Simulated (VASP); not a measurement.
Write the native input for VASP 6.6.1 that does the following.

| Property | Result |
| --- | --- |
| Task | single point |
| Functional | PBE |
| Potentials or basis | VASP PAW PBE potentials, release 64 (Ge_d) |
| Cutoff | 520 eV |
| k mesh | 6 × 4 × 2 |
| Occupations | gaussian, width 0.2 eV |
| Spin | no spin polarisation |
| Dipole correction | no |
| Further INCAR settings | ALGO = Normal; EDIFF = 1e-06; NBANDS = 66 |

The structure of Ge lies in POSCAR:

```
Ge
1.0
    0.0000000000      0.0000000000      3.9520007331
    4.8914164264      0.0000000000      0.0000000000
    0.0000000000      9.7828328529      0.0000000000
Ge
8
Direct
    0.5000000000      0.0000000000      0.1711001481
    0.5000000000      0.0000000000      0.6711001481
    0.0000000000      0.0000000000      0.3288998519
    1.0000000000      0.0000000000      0.8288998519
    0.7500000000      0.3422002963      0.0000000000
    0.7500000000      0.3422002963      0.5000000000
    0.2500000000      0.6577997037      0.5000000000
    0.2500000000      0.6577997037      0.0000000000
```

One way to write it, as run:

INCAR

```
ALGO = Normal
EDIFF = 1E-6
ENCUT = 520
GGA = PE
ISIF = 2
ISMEAR = 0
LASPH = True
LCHARG = False
LREAL = False
LWAVE = False
NBANDS = 66
NELM = 60
PREC = Accurate
SIGMA = 0.2
```

KPOINTS

```
k-points
0
Gamma
  6 4 2
```

Potentials or basis: VASP PAW PBE potentials, release 64 (Ge_d).

Command:

```console
$ cat potpaw_PBE.64/Ge_d/POTCAR > POTCAR
$ mpirun -np 1 vasp_std > vasp.out
```

It gave:

```json
{
  "Pressure": "0.0 GPa",
  "Largest force": "0.030 eV/Å",
  "Band gap on the k mesh": "zero (band 56 reaches 4.98 eV, above the bottom of band 57 at 4.23 eV)"
}
```

Wall time 3.8 min on 1 thread of Intel(R) Xeon(R) 6975P-C (Granite Rapids), on a shared host, peak memory 0.38 GiB.
